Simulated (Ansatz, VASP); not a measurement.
## AlN in VASP and in Ansatz

INCAR

```
PREC = Accurate
ENCUT = 520
EDIFF = 1E-6
ISMEAR = 0
SIGMA = 0.05
LREAL = False
LASPH = True
NELM = 80
ALGO = Normal
ISIF = 2
LWAVE = False
LCHARG = True
GGA = PE
LELF = True
LVHAR = True
NBANDS = 16
```

The input KPOINTS:

```
Automatic mesh
0
Gamma
  12 12 6
```

Contents of POSCAR:

```
AlN
1.0
    3.1110021516      0.0000000000      0.0000000000
   -1.5555010758      2.6942068945      0.0000000000
    0.0000000000      0.0000000000      5.1273400000
Al N
2 2
Direct
    0.3333333333      0.6666666667      0.0000000000
    0.6666666667      0.3333333333      0.5000000000
    0.3333333333      0.6666666667      0.3850000000
    0.6666666667      0.3333333333      0.8850000000
```

Input for Ansatz:

```yaml
crystal:
  lattice:
    - [3.1110021516, 0.0, 0.0]
    - [-1.5555010758, 2.6942068945, 0.0]
    - [0.0, 0.0, 5.12734]
  atoms:
    - { symbol: Al, position: [0.3333333333, 0.6666666667, 0.0] }
    - { symbol: Al, position: [0.6666666667, 0.3333333333, 0.5] }
    - { symbol: "N", position: [0.3333333333, 0.6666666667, 0.385] }
    - { symbol: "N", position: [0.6666666667, 0.3333333333, 0.885] }
basis:
  ecutwfc: 420
kpoints:
  mp_grid: { grid: [12, 12, 6] }
hamiltonian:
  xc: pbe
scf:
  occupations: { method: gaussian, width: 0.05 }
output:
  forces: true
  stress: true
  eigenvalues: true
```

Change from the starting cell: strain +0.000 along x and y, +0.030 along z, atoms carried along.

Alike in both runs: task single point; functional PBE; k mesh 12 × 12 × 6; occupations gaussian, width 0.05 eV; no spin polarisation.

```csv
,VASP,Ansatz
version,VASP 6.6.1,Ansatz 0.2.0
potentials or method,"VASP PAW PBE potentials, release 64 (Al, N), cutoff 520 eV","scalar-relativistic, plane waves, PAW"
valence electrons in the cell,16,16
```

```csv
,VASP,Ansatz,Ansatz less VASP
gap on the k mesh at the Fermi level (eV),3.96,3.95,-0.010
least direct gap on the mesh (eV),3.96,3.95,-0.010
pressure (GPa),-1.4,-1.2,+0.26
"traceless stress, the component that is largest in VASP (GPa)",-7.69,-7.68,+0.018
rms of the force components (eV/Å),0.245,0.244,-0.0008
```

Atom by atom the forces differ by 0.001 eV/Å (rms over components).
